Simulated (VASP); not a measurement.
Write the native input for VASP 6.6.1 that does the following.

| Property | Result |
| --- | --- |
| Task | single point |
| Functional | PBEsol |
| Potentials or basis | VASP PAW PBE potentials, release 64 (W_sv, Se) |
| Cutoff | 520 eV |
| k mesh | 12 × 12 × 2 |
| Occupations | gaussian, width 0.02 eV |
| Spin | no spin polarisation |
| Dipole correction | no |
| Further INCAR settings | ALGO = Normal; EDIFF = 1e-06; NBANDS = 35 |

The structure of WSe2 lies in POSCAR:

```
WSe2
1.0
    3.2547403904      0.0000000000      0.0000000000
   -1.6273701952      2.8186878608      0.0000000000
    0.0000000000      0.0000000000     13.4881528544
W Se
2 4
Direct
    0.6666666632      0.3333333368      0.7500000000
    0.3333333368      0.6666666632      0.2500000000
    0.3333333299      0.6666666701      0.8754053150
    0.6666666701      0.3333333299      0.3754053150
    0.3333333299      0.6666666701      0.6245946850
    0.6666666701      0.3333333299      0.1245946850
```

This cell differs from its parent crystal: uniaxial strain along c: +2.0 %.

One way to write it, as run:

INCAR

```
ALGO     = Normal         # electronic algorithm
EDIFF    = 1E-6           # SCF threshold, eV
ENCUT    = 520            # plane-wave cutoff, eV
GGA      = PS             # functional
ISIF     = 2              # what is computed and relaxed
ISMEAR   = 0              # smearing method
LASPH    = True           # aspherical terms in the spheres
LCHARG   = False          # write CHGCAR
LREAL    = False          # projectors in reciprocal space
LWAVE    = False          # write WAVECAR
NBANDS   = 35             # bands
NELM     = 80             # most SCF steps
PREC     = Accurate       # precision mode
SIGMA    = 0.02           # smearing width, eV
```

KPOINTS

```
k-points
0
Gamma
  12 12 2
```

Potentials or basis: VASP PAW PBE potentials, release 64 (W_sv, Se).

The run is started by

```sh
$ cat potpaw_PBE.64/W_sv/POTCAR potpaw_PBE.64/Se/POTCAR > POTCAR
$ mpirun -np 1 vasp_std > vasp.out
```

Results of the run:

```
Pressure               : 0.1 GPa
Largest force          : 0.121 eV/Å
Band gap on the k mesh : 1.13 eV (least direct gap 1.70 eV)
```

Caveat: the cell differs from its parent crystal (uniaxial strain along c: +2.0 %); the PAW data sets were made with another functional, which shifts forces and pressure a little; spin-orbit coupling is left out, which moves the levels of the heavy elements; this functional lacks dispersion, which binds layers or chains, so the pressure and a relaxed spacing across them are unreliable.

Run time: 84 s on 1 thread of Intel(R) Xeon(R) 6975P-C (Granite Rapids), on a shared host, peak memory 0.3 GiB.
